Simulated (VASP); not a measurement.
A run of VASP 6.6.1:

Contents of INCAR:

```
SYSTEM = Sc
PREC = Accurate
ENCUT = 500
EDIFF = 1E-6
ISMEAR = 0
SIGMA = 0.05
LREAL = .FALSE.
LASPH = .TRUE.
NELM = 120
ALGO = Normal
ISIF = 2
LWAVE = .FALSE.
LCHARG = .FALSE.
GGA = PE
NBANDS = 18
GGA_COMPAT = .FALSE.
```

Contents of KPOINTS:

```
Automatic mesh
0
G
  12 12 12
  0 0 0
```

Contents of POSCAR:

```
Sc
1.0
    0.0000000000      2.4433123212      2.4433123212
    2.4433123212      0.0000000000      2.4433123212
    2.4433123212      2.4433123212      0.0000000000
Sc
2
Direct
    1.0000000000      1.0000000000      1.0000000000
    0.2500000000      0.2500000000      0.2500000000
```

Potentials or basis: VASP PAW PBE potentials, release 64 (Sc_sv).

The run is started by

```bash
$ cat potpaw_PBE.64/Sc_sv/POTCAR > POTCAR
$ mpirun -np 1 vasp_std > vasp.out
```

Hardware: 1 thread of Intel(R) Xeon(R) Platinum 8375C CPU @ 2.90GHz (Ice Lake) (shared host).

**Question.** How long does it take, and how much memory?

**Answer.** Wall time 57 s on 1 thread of Intel(R) Xeon(R) Platinum 8375C CPU @ 2.90GHz (Ice Lake), with other jobs on the host, peak memory 0.17 GiB. Counts: scf iterations 12, k points 72.
